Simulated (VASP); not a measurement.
# RbCaBr3: single point with LDA

The system is RbCaBr3.

```xyz
5
Lattice="5.6506 0.0000 0.0000 0.0000 5.6506 0.0000 0.0000 0.0000 5.5646" Properties=species:S:1:pos:R:3 pbc="T T T"
Rb    2.8253    2.8253    2.7823
Ca    0.0000    0.0000    0.0000
Br    2.8253    0.0000    0.0000
Br    0.0000    2.8253    0.0000
Br    0.0000    0.0000    2.7823
```

This cell differs from its parent crystal: strain -0.015 along x and y, -0.030 along z.

* Program: VASP 6.6.1
* Task: single point
* Functional: LDA
* Potentials or basis: VASP PAW LDA potentials, release 64 (Rb_sv, Ca_sv, Br)
* Cutoff: 520 eV
* k mesh: 4 × 4 × 4
* Occupations: gaussian, width 0.05 eV
* Spin: no spin polarisation
* Dipole correction: no
* Further INCAR settings: ALGO = Normal; EDIFF = 1e-07; NBANDS = 28

```yaml
Pressure: -1.3 GPa
Band_gap_on_the_k_mesh: 3.79 eV, indirect (least direct gap 4.09 eV)
```

Stress tensor (GPa, compression positive):
```
-1.55  0.00  0.00
 0.00 -1.55  0.00
 0.00  0.00 -0.91
```

Levels at points of the mesh, in eV from the valence-band top:
```tsv
k point	band 17	band 18	band 19	band 20	band 21	band 22	band 23	band 24
(0.00, 0.00, 0.00)	-0.62	-0.31	-0.31	-0.30	3.79	4.54	4.54	4.54
(0.50, 0.00, 0.00)	-0.98	-0.81	-0.45	-0.44	4.70	5.58	5.72	5.74
(0.50, 0.50, 0.00)	-1.04	-1.00	-1.00	-0.04	5.77	5.77	6.04	6.34
(0.00, 0.00, 0.50)	-1.05	-0.82	-0.46	-0.46	4.72	5.52	5.82	5.82
(0.50, 0.00, 0.50)	-1.05	-0.96	-0.96	-0.02	5.79	5.86	5.94	6.39
(0.50, 0.50, 0.50)	-1.48	-0.03	0.00	0.00	5.25	6.07	6.07	6.07
```

Wall time 37 s on 1 thread of Intel(R) Xeon(R) 6975P-C (Granite Rapids) (shared host), peak memory 0.26 GiB.

Caveat: the cell differs from its parent crystal (strain -0.015 along x and y, -0.030 along z). A k mesh can miss the band edges.
